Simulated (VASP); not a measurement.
# Sb (I4/mmm) in VASP: a series of runs

Runs on Sb. Level: PBEsol. Tasks: single point.

Program: VASP 6.6.1. These are calculated values, not measurements. Logs are shortened: lines on timing, memory, paths and dates and some standing lists are left out, and cuts for length are marked.

**1. The cell of the first run**

It takes space group I4/mmm (No. 139, tetragonal). Conventional cell: a = 3.054 Å, b = 3.054 Å, c = 5.780 Å, α = 90.00°, β = 90.00°, γ = 90.00°. Sb (site symmetry 4/mmm) has 12 Sb at 3.05 to 3.61 Å within 4.0 Å.

**2. Single point, PBEsol**

File INCAR:

```
  PREC = Accurate
  ENCUT = 520
  EDIFF = 1E-6
  ISMEAR = 0
  SIGMA = 0.15
  LREAL = False
  LASPH = True
  NELM = 60
  ALGO = Normal
  ISIF = 2
  LWAVE = False
  LCHARG = True
  GGA = PS
  LELF = True
  LVHAR = True
  NBANDS = 8
```

File KPOINTS:

```
regular mesh
0
Gamma
  24 24 24
```

File POSCAR:

```
Sb
1.0
   -1.5272406777      1.5272406777      2.8898476584
    1.5272406777     -1.5272406777      2.8898476584
    1.5272406777      1.5272406777     -2.8898476584
Sb
1
Direct
    0.0000000000      0.0000000000      0.0000000000
```

Potentials or basis: VASP PAW PBE potentials, release 64 (Sb).

Launch:

```bash
$ cat potpaw_PBE.64/Sb/POTCAR > POTCAR
$ mpirun -np 1 vasp_std > vasp.out
```

OUTCAR:

```text
PREC = Accurate
   ENCUT = 520
   EDIFF = 1E-6
   ISMEAR = 0
   LREAL = False
   LASPH = True
   NELM = 60
   ISIF = 2
   GGA = PS

 ion  position               nearest neighbor table
   1  0.000  0.000  0.000-

  LATTYP: Found a body centered tetragonal cell.
 ALAT       =     3.0544813554
 C/A-ratio  =     1.8922018648

  Lattice vectors:

 A1 = (  -1.5272406777,   1.5272406777,   2.8898476584)
 A2 = (   1.5272406777,  -1.5272406777,   2.8898476584)
 A3 = (   1.5272406777,   1.5272406777,  -2.8898476584)

Analysis of symmetry for initial positions (statically):
=====================================================================
 Subroutine PRICEL returns:
 Original cell was already a primitive cell.

 Routine SETGRP: Setting up the symmetry group for a
 body centered tetragonal supercell.

 Subroutine GETGRP returns: Found 16 space group operations
 (whereof 16 operations were pure point group operations)
 out of a pool of 16 trial point group operations.

The static configuration has the point symmetry D_4h.

Analysis of symmetry for dynamics (positions and initial velocities):
=====================================================================
 Subroutine PRICEL returns:
 Original cell was already a primitive cell.

 Routine SETGRP: Setting up the symmetry group for a
 body centered tetragonal supercell.

 Subroutine GETGRP returns: Found 16 space group operations
 (whereof 16 operations were pure point group operations)
 out of a pool of 16 trial point group operations.

The dynamic configuration has the point symmetry D_4h.

 Subroutine INISYM returns: Found 16 space group operations
 (whereof 16 operations are pure point group operations),
 and found     1 'primitive' translations

----------------------------------------------------------------------------------------

                                     Primitive cell

  volume of cell :      26.9619

  direct lattice vectors                    reciprocal lattice vectors
    -1.527240678  1.527240678  2.889847658     0.000000000  0.327387823  0.173019501
     1.527240678 -1.527240678  2.889847658     0.327387823  0.000000000  0.173019501
     1.527240678  1.527240678 -2.889847658     0.327387823  0.327387823  0.000000000

  length of vectors
     3.607789859  3.607789859  3.607789859     0.370295199  0.370295199  0.462996299

  position of ions in fractional coordinates (direct lattice)
[... 77 lines left out ...]
   EDIFF  = 0.1E-05   stopping-criterion for ELM
   LREAL  =      F    real-space projection
   EDIFFG = 0.1E-04   stopping-criterion for IOM
   NSW    =      0    number of steps for IOM
   IBRION =     -1    ionic relax: 0-MD 1-quasi-New 2-CG
   NFREE  =      0    steps in history (QN), initial steepest desc. (CG)
   ISIF   =      2    stress and relaxation
   ISYM   =      2    0-nonsym 1-usesym 2-fastsym
   POTIM  = 0.5000    time-step for ionic-motion
   TEBEG  =    0.0;   TEEND  =   0.0 temperature during run
   PSTRESS=    0.0 pullay stress
   NELECT =       5.0000    total number of electrons
   NUPDOWN=      -1.0000    fix difference up-down
   EMIN   =  10.00;   EMAX   =-10.00  energy-range for DOS
   EFERMI =   0.00;   METHOD = LEGACY
   ISMEAR =     0;   SIGMA  =   0.15  broadening in eV -4-tet -1-fermi 0-gaus
   EFERMI_NEDOS =   21; number of points for ismear=-14 and -15
   IALGO  =     38    algorithm
   IMIX   =      4    mixing-type and parameters
     AMIX     =   0.40;   BMIX     =  1.00
     AMIX_MAG =   1.60;   BMIX_MAG =  1.00
  volume/ion in A,a.u.               =      26.96       181.95
  Fermi-wavevector in a.u.,A,eV,Ry     =   0.933573  1.764197 11.858269  0.871558
  Thomas-Fermi vector in A             =   2.060288
   LORBIT       =      0    0 simple, 1 ext, 2 COOP (PROOUT), +10 PAW based schemes
   GGA     = PS    functional components
   LHFCALC =     F    Hartree Fock is set to
   AEXX    =    0.0000 exact exchange contribution
   IVDW    =     0    specifies the selected vdW correction
   LEPSILON=     F    determine dielectric tensor
   LRPA    =     F    only Hartree local field effects (RPA)
 non-spin polarized calculation
 Gauss-broadening in eV      SIGMA  =   0.15
  energy-cutoff  :      520.00
  volume of cell :       26.96
 maximum number of plane-waves:       755
   NGX = 13   NGY = 13   NGZ = 13

 number of electron       5.0000000 magnetization

 Free energy of the ion-electron system (eV)
  ---------------------------------------------------
  ext. energy  EPLUGINS =         0.00000000
  ---------------------------------------------------
  free energy    TOTEN  =        -4.29671831 eV

  energy without entropy =       -4.28991358  energy(sigma->0) =       -4.29331594

 E-fermi :   8.3586     XC(G=0): -10.2992

 val. band max:        8.3583656692   @ k =  -0.3333   0.2500   0.0417
 cond. band min:       8.3637205440   @ k =  -0.0833  -0.4583   0.0833
 fundamental gap:      0.0053548748
 Fermi energy:         8.3586319308

 k-point     1 :       0.0000    0.0000    0.0000
  band No.  band energies     occupation
      1      -4.6566      2.00000
      2      11.8983      0.00000
      3      13.9839      0.00000
      4      13.9839      0.00000
      5      17.0102      0.00000
      6      17.6711      0.00000
      7      19.4812      0.00000
      8      19.6119      0.00000
[... 243 lines left out ...]
 k-point    24 :       0.4583    0.0417    0.0000
  band No.  band energies     occupation
      1      -0.8297      2.00000
      2       2.7303      2.00000
      3       9.2493      0.00000
      4      13.7007      0.00000
      5      14.3249      0.00000
      6      18.6307      0.00000
      7      19.7270      0.00000
      8      21.1050      0.00000

 [... further k-points ...]

------------------------ aborting loop because EDIFF is reached ----------------------------------------

  FORCE on cell =-STRESS in cart. coord.  units (eV):
  Direction    XX          YY          ZZ          XY          YZ          ZX
  --------------------------------------------------------------------------------------
  -------------------------------------------------------------------------------------
  Total        0.2283773      0.2283773     -0.3101315      0.0000000      0.0000000      0.0000000
  in kB       13.5710538     13.5710538    -18.4292036      0.0000000      0.0000000      0.0000000
  external PRESSURE =       2.9043013 kB  Pullay stress =       0.0000000 kB

 VOLUME and BASIS-vectors are now :
 -----------------------------------------------------------------------------
  energy-cutoff  :      520.00
  volume of cell :       26.96
      direct lattice vectors                 reciprocal lattice vectors
    -1.527240678  1.527240678  2.889847658     0.000000000  0.327387823  0.173019501
     1.527240678 -1.527240678  2.889847658     0.327387823  0.000000000  0.173019501
     1.527240678  1.527240678 -2.889847658     0.327387823  0.327387823  0.000000000

 POSITION                                       TOTAL-FORCE (eV/Angst)
 -----------------------------------------------------------------------------------
      0.00000      0.00000      0.00000        -0.000000      0.000000      0.000000
 -----------------------------------------------------------------------------------
    total drift:                                0.000000      0.000000      0.000000

  FREE ENERGIE OF THE ION-ELECTRON SYSTEM (eV)
  ---------------------------------------------------
  free  energy   TOTEN  =        -4.2967183082 eV

  energy  without entropy=       -4.2899135753  energy(sigma->0) =       -4.29331594
```

OSZICAR:

```text
N       E                     dE             d eps       ncg     rms          rms(c)
DAV:   1     0.463662737085E+01    0.46366E+01   -0.16765E+03 17208   0.410E+02
DAV:   2    -0.420849830078E+01   -0.88451E+01   -0.85134E+01 24216   0.522E+01
DAV:   3    -0.430497542487E+01   -0.96477E-01   -0.96073E-01 20608   0.614E+00
DAV:   4    -0.430528794621E+01   -0.31252E-03   -0.31252E-03 26272   0.414E-01
DAV:   5    -0.430528858683E+01   -0.64062E-06   -0.64074E-06 21584   0.114E-02    0.182E+00
DAV:   6    -0.429967747172E+01    0.56111E-02   -0.25558E-03 21344   0.232E-01    0.105E+00
DAV:   7    -0.429672973820E+01    0.29477E-02   -0.50249E-03 20432   0.329E-01    0.381E-02
DAV:   8    -0.429671807017E+01    0.11668E-04   -0.13268E-04 22168   0.774E-02    0.123E-02
DAV:   9    -0.429671830822E+01   -0.23805E-06   -0.18295E-06 24632   0.101E-02
   1 F= -.42967183E+01 E0= -.42933159E+01  d E =-.680473E-02
```

Wall time 4.7 min (1 thread of Intel Xeon 8259CL, shared host); peak memory 0.35 GiB.

What came out:

```
Free energy            : -4.2967 eV
Pressure               : 0.3 GPa
Band gap on the k mesh : zero (an odd number of electrons rules out a gap without spin polarisation)
```

Stress tensor (GPa, compression positive):
```
 1.36  0.00  0.00
 0.00  1.36  0.00
 0.00  0.00 -1.84
```

Caveat: the PAW data sets were made with another functional, which shifts forces and pressure a little; spin-orbit coupling is left out, which moves the levels of the heavy elements.

**3. Single point, PBEsol**

This run uses another cell than the first one, of the same volume but with other edges.

File INCAR:

```
SYSTEM = Sb
PREC = Accurate
ENCUT = 520
EDIFF = 1E-7
ISMEAR = 0
SIGMA = 0.15
LREAL = .False.
LASPH = .True.
NELM = 80
ALGO = Normal
ISIF = 2
LWAVE = .False.
LCHARG = .False.
GGA = PS
NBANDS = 8
```

File KPOINTS:

```
Automatic mesh
0
Gamma
  24 24 24
  0 0 0
```

File POSCAR:

```
Sb
1.0
   -1.5981393080      1.5981393080      2.6391291742
    1.5981393080     -1.5981393080      2.6391291742
    1.5981393080      1.5981393080     -2.6391291742
Sb
1
Direct
    0.0000000000      0.0000000000      0.0000000000
```

Potentials or basis: VASP PAW PBE potentials, release 64 (Sb).

Launch:

```bash
$ cat potpaw_PBE.64/Sb/POTCAR > POTCAR
$ mpirun -np 1 vasp_std > vasp.out
```

Wall time 3.9 min (1 thread of Intel Xeon 8259CL, shared host); peak memory 0.35 GiB.

It converged, with:

* Free energy: -4.3113 eV
* Pressure: -1.5 GPa
* Band gap on the k mesh: zero (an odd number of electrons rules out a gap without spin polarisation)

Stress tensor (GPa, compression positive):
```
-1.72  0.00  0.00
 0.00 -1.72  0.00
 0.00  0.00 -1.08
```

Levels at points of the mesh, in eV from the Fermi level:
| k point | band 1 | band 2 | band 3 | band 4 | band 5 | band 6 | band 7 |
| --- | --- | --- | --- | --- | --- | --- | --- |
| (0.00, 0.00, 0.00) | -12.95 | 4.95 | 5.38 | 5.38 | 9.49 | 10.51 | 10.54 |
| (0.50, 0.00, 0.00) | -9.15 | -5.81 | 2.17 | 4.97 | 6.58 | 9.86 | 10.20 |
| (0.50, 0.50, 0.00) | -6.86 | -4.51 | -0.75 | 0.50 | 3.56 | 4.36 | 16.35 |
| (0.50, 0.50, 0.50) | -8.92 | -5.56 | 1.73 | 1.73 | 5.62 | 5.64 | 18.11 |

Caveat: the PAW data sets were made with another functional, which shifts forces and pressure a little; spin-orbit coupling is left out, which moves the levels of the heavy elements.

**4. Single point, PBEsol**

File INCAR:

```
ALGO     = Normal         # electronic algorithm
EDIFF    = 1E-6           # SCF threshold, eV
ENCUT    = 520            # plane-wave cutoff, eV
GGA      = PS             # functional
ISIF     = 2              # what is computed and relaxed
ISMEAR   = 0              # smearing method
LASPH    = True           # aspherical terms in the spheres
LCHARG   = False          # write CHGCAR
LREAL    = False          # projectors in reciprocal space
LWAVE    = False          # write WAVECAR
NBANDS   = 8              # bands
NELM     = 60             # most SCF steps
PREC     = Accurate       # precision mode
SIGMA    = 0.15           # smearing width, eV
```

File KPOINTS:

```
k-points
0
Gamma
  24 24 24
```

File POSCAR:

```
Sb
1.0
   -1.5511076683      1.5511076683      2.8015993306
    1.5511076683     -1.5511076683      2.8015993306
    1.5511076683      1.5511076683     -2.8015993306
Sb
1
Direct
    0.0000000000      0.0000000000      0.0000000000
```

Potentials or basis: VASP PAW PBE potentials, release 64 (Sb).

Launch:

```bash
$ cat potpaw_PBE.64/Sb/POTCAR > POTCAR
$ mpirun -np 1 vasp_std > vasp.out
```

OUTCAR:

```text
EDIFF = 1E-6
   ENCUT = 520
   GGA = PS
   ISIF = 2
   ISMEAR = 0
   LASPH = True
   LREAL = False
   NELM = 60
   PREC = Accurate

 ion  position               nearest neighbor table
   1  0.000  0.000  0.000-

  LATTYP: Found a body centered tetragonal cell.
 ALAT       =     3.1022153366
 C/A-ratio  =     1.8061926892

  Lattice vectors:

 A1 = (  -1.5511076683,   1.5511076683,   2.8015993306)
 A2 = (   1.5511076683,  -1.5511076683,   2.8015993306)
 A3 = (   1.5511076683,   1.5511076683,  -2.8015993306)

Analysis of symmetry for initial positions (statically):
=====================================================================
 Subroutine PRICEL returns:
 Original cell was already a primitive cell.

 Routine SETGRP: Setting up the symmetry group for a
 body centered tetragonal supercell.

 Subroutine GETGRP returns: Found 16 space group operations
 (whereof 16 operations were pure point group operations)
 out of a pool of 16 trial point group operations.

The static configuration has the point symmetry D_4h.

[... 161 lines left out ...]
 cond. band min:       8.3637890233   @ k =  -0.3333   0.5000   0.0417
 fundamental gap:      0.0027659358
 Fermi energy:         8.3622085361

 k-point     1 :       0.0000    0.0000    0.0000
  band No.  band energies     occupation
      1      -4.6194      2.00000
      2      12.5009      0.00000
      3      13.8817      0.00000
      4      13.8817      0.00000
      5      17.7091      0.00000
      6      17.9829      0.00000
      7      19.2366      0.00000
      8      19.4312      0.00000
[... 243 lines left out ...]
 k-point    24 :       0.4583    0.0417    0.0000
  band No.  band energies     occupation
      1      -0.8376      2.00000
      2       2.7388      2.00000
      3       9.6399      0.00000
      4      13.8563      0.00000
      5      14.1216      0.00000
      6      18.2875      0.00000
      7      19.3001      0.00000
      8      20.6813      0.00000

 [... further k-points ...]

------------------------ aborting loop because EDIFF is reached ----------------------------------------

  FORCE on cell =-STRESS in cart. coord.  units (eV):
  Direction    XX          YY          ZZ          XY          YZ          ZX
  --------------------------------------------------------------------------------------
  -------------------------------------------------------------------------------------
  Total       -0.0012505     -0.0012505     -0.2511812      0.0000000     -0.0000000      0.0000000
  in kB       -0.0743078     -0.0743078    -14.9261488      0.0000000     -0.0000000      0.0000000
  external PRESSURE =      -5.0249214 kB  Pullay stress =       0.0000000 kB

 VOLUME and BASIS-vectors are now :
 -----------------------------------------------------------------------------
  energy-cutoff  :      520.00
  volume of cell :       26.96
      direct lattice vectors                 reciprocal lattice vectors
    -1.551107668  1.551107668  2.801599331     0.000000000  0.322350286  0.178469489
     1.551107668 -1.551107668  2.801599331     0.322350286  0.000000000  0.178469489
     1.551107668  1.551107668 -2.801599331     0.322350286  0.322350286  0.000000000

 POSITION                                       TOTAL-FORCE (eV/Angst)
 -----------------------------------------------------------------------------------
      0.00000      0.00000      0.00000         0.000000     -0.000000      0.000000
 -----------------------------------------------------------------------------------
    total drift:                               -0.000000      0.000000      0.000000

  FREE ENERGIE OF THE ION-ELECTRON SYSTEM (eV)
  ---------------------------------------------------
  free  energy   TOTEN  =        -4.3091945479 eV

  energy  without entropy=       -4.3021666905  energy(sigma->0) =       -4.30568062
```

stdout:

```text
POSCAR found type information on POSCAR Sb
 POSCAR found :  1 types and       1 ions
 scaLAPACK will be used
 -----------------------------------------------------------------------------
|                                                                             |
|                                                                             |
|     You enforced a specific xc type in the INCAR file but a different       |
|     I HOPE YOU KNOW WHAT YOU ARE DOING!                                     |
|                                                                             |
 -----------------------------------------------------------------------------

 LDA part: xc-table for (Slater+PW92), standard interpolation
 POSCAR, INCAR and KPOINTS ok, starting setup
 FFT: planning ... GRIDC
 FFT: planning ... GRID_SOFT
 FFT: planning ... GRID
 WAVECAR not read
 entering main loop
```

Run time: 4.5 min. Hardware: 1 thread of Intel Xeon 8259CL, shared host; peak memory 0.35 GiB.

Results:

| Quantity | Value |
| --- | --- |
| Free energy | -4.3092 eV |
| Pressure | -0.5 GPa |
| Band gap on the k mesh | zero (an odd number of electrons rules out a gap without spin polarisation) |

Stress tensor (GPa, compression positive):
```
-0.01  0.00  0.00
 0.00 -0.01  0.00
 0.00  0.00 -1.49
```

Levels at points of the mesh, in eV from the Fermi level:
```csv
k point,band 1,band 2,band 3,band 4,band 5,band 6
"(0.00, 0.00, 0.00)",-12.98,4.14,5.52,5.52,9.35,9.62
"(0.50, 0.00, 0.00)",-9.11,-5.82,1.34,5.62,5.87,10.66
"(0.50, 0.50, 0.00)",-6.40,-4.27,-1.31,0.74,3.32,4.41
"(0.50, 0.50, 0.50)",-9.71,-5.78,2.58,2.58,6.25,6.64
```

Caveat: the PAW data sets were made with another functional, which shifts forces and pressure a little; spin-orbit coupling is left out, which moves the levels of the heavy elements.

**5. Overview**

```csv
cell,gap on the mesh (eV),pressure (GPa)
"a = 3.608 Å, angles 129.9, 129.9, 73.5°, 1 atom",none,0.3
"a = 3.475 Å, angles 125.2, 125.2, 81.2°, 1 atom",none,-1.5
"a = 3.558 Å, angles 128.3, 128.3, 76.1°, 1 atom",none,-0.5
```

Alike in all rows: task single point; level PBEsol; potentials or basis VASP PAW PBE potentials, release 64 (Sb); no spin polarisation; k mesh 24 × 24 × 24; cutoff (eV) 520; smearing gaussian 0.15 eV.

Caveats: the PAW data sets were made with another functional, which shifts forces and pressure a little; spin-orbit coupling is left out, which moves the levels of the heavy elements.

Total energies depend on the potentials used, so only differences within one code and one set of settings carry meaning.
